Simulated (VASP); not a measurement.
Input of a VASP 6.6.1 run:

Contents of INCAR:

```
SYSTEM = Hf
ALGO = Normal
EDIFF = 1E-8
ENCUT = 520
ISIF = 2
ISMEAR = -1
LASPH = .TRUE.
LCHARG = .FALSE.
LEFG = .TRUE.
LREAL = .FALSE.
LWAVE = .FALSE.
NBANDS = 11
NELM = 80
PREC = Accurate
SIGMA = 0.03
```

KPOINTS

```
k-points
0
G
  13 13 13
  0 0 0
```

Contents of POSCAR:

```
Hf
1.0
    0.0000000000      2.1899963220      2.1899963220
    2.1899963220      0.0000000000      2.1899963220
    2.1899963220      2.1899963220      0.0000000000
Hf
1
Direct
    0.0000000000      0.0000000000      0.0000000000
```

Potentials or basis: VASP PAW LDA potentials, release 64 (Hf_pv).

Run with:

```sh
$ cat potpaw_LDA.64/Hf_pv/POTCAR > POTCAR
$ mpirun -np 1 vasp_std > vasp.out
```

Problem. What does it give for the pressure?

Solution. -1.2 GPa.

Problem. Predict the band gap on the k mesh.

Solution. Zero (band 5 reaches 6.42 eV, above the bottom of band 6 at 4.49 eV).

Caveat: without QUAD_EFG the Cq values of the log hold for a quadrupole moment of 1 mb, not for the nuclei; spin-orbit coupling is left out, which moves the levels of the heavy elements.
